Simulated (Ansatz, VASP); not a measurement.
## Y2S: VASP beside Ansatz

INCAR

```
  PREC = Accurate
  ENCUT = 520
  EDIFF = 1E-7
  ISMEAR = 0
  SIGMA = 0.1
  LREAL = F
  LASPH = T
  NELM = 80
  ALGO = Normal
  ISIF = 2
  LWAVE = F
  LCHARG = F
  GGA = PE
  NBANDS = 21
```

File KPOINTS:

```
regular mesh
0
Gamma
  6 6 6
```

The input POSCAR:

```
Y2S
1.0
    4.6296752200      0.0000000000      0.0000000000
   -2.3148376100      4.0094163500      0.0000000000
    0.0000000000      0.0000000000      3.4312579400
Y S
2 1
Direct
    0.3333333300      0.6666666700      0.5000000000
    0.6666666700      0.3333333300      0.5000000000
    0.0000000000      0.0000000000      0.0000000000
```

Input for Ansatz:

```yaml
crystal:
  lattice:
    - [4.62967522, 0.0, 0.0]
    - [-2.31483761, 4.00941635, 0.0]
    - [0.0, 0.0, 3.43125794]
  atoms:
    - { symbol: "Y", position: [0.33333333, 0.66666667, 0.5] }
    - { symbol: "Y", position: [0.66666667, 0.33333333, 0.5] }
    - { symbol: S, position: [0.0, 0.0, 0.0] }
basis:
  ecutwfc: 420
kpoints:
  mp_grid: { grid: [6, 6, 6] }
hamiltonian:
  xc: pbe
scf:
  occupations: { method: gaussian, width: 0.1 }
  lower_state_search: "off"
output:
  forces: true
  stress: true
  eigenvalues: true
```

Change from the starting cell: species swapped into the YHg2 type (P6/mmm, No. 191).

Alike in both runs: task single point; functional PBE; k mesh 6 × 6 × 6; occupations gaussian, width 0.1 eV; no spin polarisation.

```csv
,VASP,Ansatz
version,VASP 6.6.1,Ansatz 0.2.0
potentials or method,"VASP PAW PBE potentials, release 64 (Y_sv, S), cutoff 520 eV","scalar-relativistic, plane waves, PAW"
valence electrons in the cell,28,28
```

|  | VASP | Ansatz | Ansatz less VASP |
| --- | --- | --- | --- |
| gap on the k mesh at the Fermi level (eV) | none | none | - |
| pressure (GPa) | 5.9 | 5.9 | 0.00 |
| traceless stress, the component that is largest in VASP (GPa) | -13.99 | -13.91 | +0.083 |

A gap of «none» marks a metal or a gap that the smearing closes. With one functional, cell and mesh, what is left measures potentials, basis and numerics.
